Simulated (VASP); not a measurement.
# CdHgP (P4_2/mmc) in VASP: single point with PBE

Aim: the single point of CdHgP with PBE.

Program: VASP 6.6.1. These are calculated values, not measurements. Logs are shortened: lines on timing, memory, paths and dates and some standing lists are left out, and cuts for length are marked.

### 1 The cell of the first run

Symmetry: P4_2/mmc, No. 131, tetragonal system. Conventional cell: a = 5.007 Å, b = 5.007 Å, c = 6.162 Å, α = 90.00°, β = 90.00°, γ = 90.00°. Cd (site symmetry -4m2) has 4 P at 2.94 Å and 2 Cd at 3.08 Å and 8 Hg at 3.86 Å within 3.9 Å. Within 3.3 Å of Hg (site symmetry mmm) lie 2 P at 2.50 Å and 2 Hg at 3.08 Å. Hg (site symmetry mmm) has 2 P at 2.50 Å and 2 Hg at 3.08 Å within 3.3 Å. Within 3.3 Å of P (site symmetry mmm) lie 2 Hg at 2.50 Å and 4 Cd at 2.94 Å. Within 3.3 Å of P (site symmetry mmm) lie 2 Hg at 2.50 Å and 4 Cd at 2.94 Å.

### 2 Single point, PBE

INCAR

```
  PREC = Accurate
  ENCUT = 520
  EDIFF = 1E-6
  ISMEAR = 0
  SIGMA = 0.2
  LREAL = False
  LASPH = True
  NELM = 100
  ALGO = Normal
  ISIF = 2
  LWAVE = False
  LCHARG = False
  GGA = PE
  NBANDS = 70
```

KPOINTS

```
regular mesh
0
Gamma
  4 4 2
```

POSCAR

```
CdHgP
1.0
   -5.0067881142      0.0000000000      0.0000000000
    0.0000000000      0.0000000000     -6.1620397108
    0.0000000000    -10.0135762284      0.0000000000
Cd Hg P
4 4 4
Direct
    1.0000000000      0.2500000000      0.5000000000
    1.0000000000      0.2500000000      1.0000000000
    0.0000000000      0.7500000000      0.5000000000
    0.0000000000      0.7500000000      0.0000000000
    0.5000000000      1.0000000000      0.7500000000
    0.5000000000      1.0000000000      0.2500000000
    0.5000000000      0.5000000000      0.7500000000
    0.5000000000      0.5000000000      0.2500000000
    0.5000000000      0.5000000000      0.5000000000
    0.5000000000      0.5000000000      1.0000000000
    1.0000000000      0.0000000000      0.7500000000
    1.0000000000      0.0000000000      0.2500000000
```

Potentials or basis: VASP PAW PBE potentials, release 64 (Cd, Hg, P).

Run with:

```console
$ cat potpaw_PBE.64/Cd/POTCAR potpaw_PBE.64/Hg/POTCAR potpaw_PBE.64/P/POTCAR > POTCAR
$ mpirun -np 1 vasp_std > vasp.out
```

OUTCAR:

```text
PREC = Accurate
   ENCUT = 520
   EDIFF = 1E-6
   ISMEAR = 0
   LREAL = False
   LASPH = True
   NELM = 100
   ISIF = 2
   GGA = PE

 ion  position               nearest neighbor table
   1  0.000  0.250  0.500-   9 2.94  11 2.94  12 2.94   9 2.94   3 3.08   3 3.08
   2  0.000  0.250  0.000-  10 2.94  11 2.94  12 2.94  10 2.94   4 3.08   4 3.08
   3  0.000  0.750  0.500-   9 2.94  11 2.94  12 2.94   9 2.94   1 3.08   1 3.08
   4  0.000  0.750  0.000-  10 2.94  11 2.94  12 2.94  10 2.94   2 3.08   2 3.08
   5  0.500  0.000  0.750-  11 2.50  11 2.50   7 3.08   7 3.08
   6  0.500  0.000  0.250-  12 2.50  12 2.50   8 3.08   8 3.08
   7  0.500  0.500  0.750-   9 2.50  10 2.50   5 3.08   5 3.08
   8  0.500  0.500  0.250-   9 2.50  10 2.50   6 3.08   6 3.08
   9  0.500  0.500  0.500-   7 2.50   8 2.50   1 2.94   3 2.94   1 2.94   3 2.94
  10  0.500  0.500  0.000-   7 2.50   8 2.50   2 2.94   4 2.94   2 2.94   4 2.94
  11  0.000  0.000  0.750-   5 2.50   5 2.50   3 2.94   4 2.94   1 2.94   2 2.94
  12  0.000  0.000  0.250-   6 2.50   6 2.50   3 2.94   4 2.94   1 2.94   2 2.94

  LATTYP: Found a simple orthorhombic cell.
 ALAT       =     5.0067881142
 B/A-ratio  =     1.2307370654
 C/A-ratio  =     2.0000000000

  Lattice vectors:

 A1 = (  -5.0067881142,   0.0000000000,   0.0000000000)
 A2 = (   0.0000000000,   0.0000000000,  -6.1620397108)
 A3 = (   0.0000000000, -10.0135762284,   0.0000000000)

Analysis of symmetry for initial positions (statically):
=====================================================================
 Subroutine PRICEL returns following result:

  LATTYP: Found a simple tetragonal cell.
 ALAT       =     5.0067881142
 C/A-ratio  =     1.2307370654

  Lattice vectors:

 A1 = (   5.0067881142,   0.0000000000,   0.0000000000)
 A2 = (   0.0000000000,  -5.0067881142,   0.0000000000)
 A3 = (   0.0000000000,   0.0000000000,  -6.1620397108)

   2 primitive cells build up your supercell.

 Routine SETGRP: Setting up the symmetry group for a
 simple orthorhombic supercell.

 Subroutine GETGRP returns: Found  8 space group operations
 (whereof  8 operations were pure point group operations)
 out of a pool of  8 trial point group operations.

The static configuration has the point symmetry D_2h.

Analysis of symmetry for dynamics (positions and initial velocities):
=====================================================================
 Subroutine PRICEL returns following result:

  LATTYP: Found a simple tetragonal cell.
 ALAT       =     5.0067881142
 C/A-ratio  =     1.2307370654

  Lattice vectors:

 A1 = (   5.0067881142,   0.0000000000,   0.0000000000)
 A2 = (   0.0000000000,  -5.0067881142,   0.0000000000)
 A3 = (   0.0000000000,   0.0000000000,  -6.1620397108)

   2 primitive cells build up your supercell.

 Routine SETGRP: Setting up the symmetry group for a
 simple orthorhombic supercell.

 Subroutine GETGRP returns: Found  8 space group operations
 (whereof  8 operations were pure point group operations)
 out of a pool of  8 trial point group operations.

The dynamic configuration has the point symmetry D_2h.

 Subroutine INISYM returns: Found  8 space group operations
 (whereof  8 operations are pure point group operations),
 and found     2 'primitive' translations

----------------------------------------------------------------------------------------

                                     Primitive cell

  volume of cell :     154.4696

  direct lattice vectors                    reciprocal lattice vectors
     5.006788114  0.000000000  0.000000000     0.199728844  0.000000000  0.000000000
     0.000000000 -5.006788114  0.000000000     0.000000000 -0.199728844  0.000000000
     0.000000000  0.000000000 -6.162039711     0.000000000  0.000000000 -0.162283927

  length of vectors
     5.006788114  5.006788114  6.162039711     0.199728844  0.199728844  0.162283927

  position of ions in fractional coordinates (direct lattice)
     0.000000000  0.000000000  0.250000000
     0.000000000  0.000000000  0.750000000
     0.500000000  0.500000000  0.000000000
     0.500000000  0.500000000  0.500000000
     0.500000000  0.000000000  0.500000000
     0.000000000  0.500000000  0.000000000

  ion indices of the primitive-cell ions
   primitive index   ion index
                 1           1
                 2           3
                 3           5
                 4           7
                 5           9
                 6          11

----------------------------------------------------------------------------------------

 KPOINTS: regular mesh

Automatic generation of k-mesh.
 Grid dimensions read from file:
 generate k-points for:    4    4    2

 Generating k-lattice:

  Cartesian coordinates                     Fractional coordinates (reciprocal lattice)
    -0.049932211  0.000000000  0.000000000     0.250000000  0.000000000  0.000000000
     0.000000000  0.000000000 -0.040570982     0.000000000  0.250000000  0.000000000
     0.000000000 -0.049932211  0.000000000     0.000000000  0.000000000  0.500000000

  Length of vectors
     0.049932211  0.040570982  0.049932211

  Shift w.r.t. Gamma in fractional coordinates (k-lattice)
     0.000000000  0.000000000  0.000000000

 Subroutine IBZKPT returns following result:
 ===========================================

 Found     18 irreducible k-points:

 Following reciprocal coordinates:
            Coordinates               Weight
  0.000000  0.000000  0.000000      1.000000
  0.250000  0.000000  0.000000      2.000000
  0.500000  0.000000  0.000000      1.000000
  0.000000  0.250000  0.000000      2.000000
  0.250000  0.250000  0.000000      4.000000
  0.500000  0.250000  0.000000      2.000000
[... 10 lines left out ...]
  0.250000  0.500000  0.500000      2.000000
  0.500000  0.500000  0.500000      1.000000
   k-points           NKPTS =     18   k-points in BZ     NKDIM =     18   number of bands    NBANDS=     70
   number of dos      NEDOS =    301   number of ions     NIONS =     12
   total plane-waves  NPLWV = 153600
   dimension x,y,z NGX =    40 NGY =   48 NGZ =   80
   dimension x,y,z NGXF=    80 NGYF=   96 NGZF=  160
   ions per type =               4   4   4
   NGX,Y,Z   is equivalent  to a cutoff of  13.28, 12.95, 13.28 a.u.
   NGXF,Y,Z  is equivalent  to a cutoff of  26.56, 25.90, 26.56 a.u.
 SYSTEM =  unknown system
   PREC   = accura    normal or accurate (medium, high low for compatibility)
   ISTART =      0    job   : 0-new  1-cont  2-samecut
   ICHARG =      2    charge: 1-file 2-atom 10-const
   ISPIN  =      1    spin polarized calculation?
   LNONCOLLINEAR =      F non collinear calculations
   LSORBIT =      F    spin-orbit coupling
   LASPH  =      T    aspherical Exc in radial PAW
   ENCUT  =  520.0 eV  38.22 Ry    6.18 a.u.   9.31 11.46 18.62*2*pi/ulx,y,z
   NELM   =    100;   NELMIN=  2; NELMDL= -5     # of ELM steps
   EDIFF  = 0.1E-05   stopping-criterion for ELM
   LREAL  =      F    real-space projection
   EDIFFG = 0.1E-04   stopping-criterion for IOM
   NSW    =      0    number of steps for IOM
   IBRION =     -1    ionic relax: 0-MD 1-quasi-New 2-CG
   NFREE  =      0    steps in history (QN), initial steepest desc. (CG)
   ISIF   =      2    stress and relaxation
   ISYM   =      2    0-nonsym 1-usesym 2-fastsym
   POTIM  = 0.5000    time-step for ionic-motion
   TEBEG  =    0.0;   TEEND  =   0.0 temperature during run
   PSTRESS=    0.0 pullay stress
   NELECT =     116.0000    total number of electrons
   NUPDOWN=      -1.0000    fix difference up-down
   EMIN   =  10.00;   EMAX   =-10.00  energy-range for DOS
   EFERMI =   0.00;   METHOD = LEGACY
   ISMEAR =     0;   SIGMA  =   0.20  broadening in eV -4-tet -1-fermi 0-gaus
   EFERMI_NEDOS =   21; number of points for ismear=-14 and -15
   IALGO  =     38    algorithm
   IMIX   =      4    mixing-type and parameters
     AMIX     =   0.40;   BMIX     =  1.00
     AMIX_MAG =   1.60;   BMIX_MAG =  1.00
  volume/ion in A,a.u.               =      25.74       173.74
  Fermi-wavevector in a.u.,A,eV,Ry     =   1.181054  2.231869 18.978620  1.394889
  Thomas-Fermi vector in A             =   2.317335
   LORBIT       =      0    0 simple, 1 ext, 2 COOP (PROOUT), +10 PAW based schemes
   GGA     = PE    functional components
   LHFCALC =     F    Hartree Fock is set to
   AEXX    =    0.0000 exact exchange contribution
   IVDW    =     0    specifies the selected vdW correction
   LEPSILON=     F    determine dielectric tensor
   LRPA    =     F    only Hartree local field effects (RPA)
 non-spin polarized calculation
 Gauss-broadening in eV      SIGMA  =   0.20
  energy-cutoff  :      520.00
  volume of cell :      308.94
 maximum number of plane-waves:      8362
 NGX is ok and might be reduce to    40
   NGX = 19   NGY = 23   NGZ = 37

 number of electron     116.0000007 magnetization

 Free energy of the ion-electron system (eV)
  ---------------------------------------------------
  ext. energy  EPLUGINS =         0.00000000
  ---------------------------------------------------
  free energy    TOTEN  =       -22.82865601 eV

  energy without entropy =      -22.79450490  energy(sigma->0) =      -22.81158045

 E-fermi :   2.8691     XC(G=0):  -9.5920

 val. band max:        2.8317632763   @ k =   0.5000   0.0000   0.0000
 cond. band min:       2.9588871979   @ k =   0.5000   0.2500   0.5000
 fundamental gap:      0.1271239216
 Fermi energy:         2.8690636524

 k-point     1 :       0.0000    0.0000    0.0000
  band No.  band energies     occupation
      1      -9.0485      2.00000
      2      -8.7727      2.00000
      3      -8.6521      2.00000
      4      -7.9231      2.00000
      5      -6.4668      2.00000
      6      -6.4655      2.00000
[... 62 lines left out ...]
     69       6.6321      0.00000
     70       6.6321      0.00000
[... 1239 lines left out ...]
     69       6.8663      0.00000
     70       6.8663      0.00000

------------------------ aborting loop because EDIFF is reached ----------------------------------------

  FORCE on cell =-STRESS in cart. coord.  units (eV):
  Direction    XX          YY          ZZ          XY          YZ          ZX
  --------------------------------------------------------------------------------------
  -------------------------------------------------------------------------------------
  Total       -2.3390312     -2.3388813      2.4850819      0.0000000      0.0000000      0.0000000
  in kB      -12.1303599    -12.1295822     12.8877877      0.0000000      0.0000000      0.0000000
  external PRESSURE =      -3.7907181 kB  Pullay stress =       0.0000000 kB

 VOLUME and BASIS-vectors are now :
 -----------------------------------------------------------------------------
  energy-cutoff  :      520.00
  volume of cell :      308.94
      direct lattice vectors                 reciprocal lattice vectors
    -5.006788114  0.000000000  0.000000000    -0.199728844  0.000000000  0.000000000
     0.000000000  0.000000000 -6.162039711     0.000000000  0.000000000 -0.162283927
     0.000000000-10.013576228  0.000000000     0.000000000 -0.099864422  0.000000000

 POSITION                                       TOTAL-FORCE (eV/Angst)
 -----------------------------------------------------------------------------------
      0.00000     -5.00679     -1.54051         0.000000     -0.000000     -0.000003
      0.00000      0.00000     -1.54051        -0.000000     -0.000000     -0.000003
      0.00000     -5.00679     -4.62153        -0.000000     -0.000000      0.000003
      0.00000      0.00000     -4.62153        -0.000000     -0.000000      0.000003
     -2.50339     -7.51018      0.00000         0.000000     -0.000000     -0.000000
     -2.50339     -2.50339      0.00000         0.000000     -0.000000     -0.000000
     -2.50339     -7.51018     -3.08102         0.000000      0.000000     -0.000000
     -2.50339     -2.50339     -3.08102         0.000000      0.000000     -0.000000
     -2.50339     -5.00679     -3.08102         0.000000     -0.000000     -0.000000
     -2.50339      0.00000     -3.08102         0.000000     -0.000000     -0.000000
      0.00000     -7.51018      0.00000         0.000000     -0.000000     -0.000000
      0.00000     -2.50339      0.00000         0.000000     -0.000000     -0.000000
 -----------------------------------------------------------------------------------
    total drift:                                0.000000      0.000000     -0.000000

  FREE ENERGIE OF THE ION-ELECTRON SYSTEM (eV)
  ---------------------------------------------------
  free  energy   TOTEN  =       -22.8286560084 eV

  energy  without entropy=      -22.7945048957  energy(sigma->0) =      -22.81158045
```

Run time: 3.2 min. Hardware: 1 thread of Intel Xeon 6975P-C (Granite Rapids), shared host; peak memory 0.59 GiB.

Results:

```
Free energy            : -22.8287 eV
Pressure               : -0.4 GPa
Band gap on the k mesh : zero (bands 58 and 59 overlap by 2.40 eV)
```

Stress tensor (GPa, compression positive):
```
-1.21  0.00  0.00
 0.00 -1.21  0.00
 0.00  0.00  1.29
```

Caveat: spin-orbit coupling is left out, which moves the levels of the heavy elements.
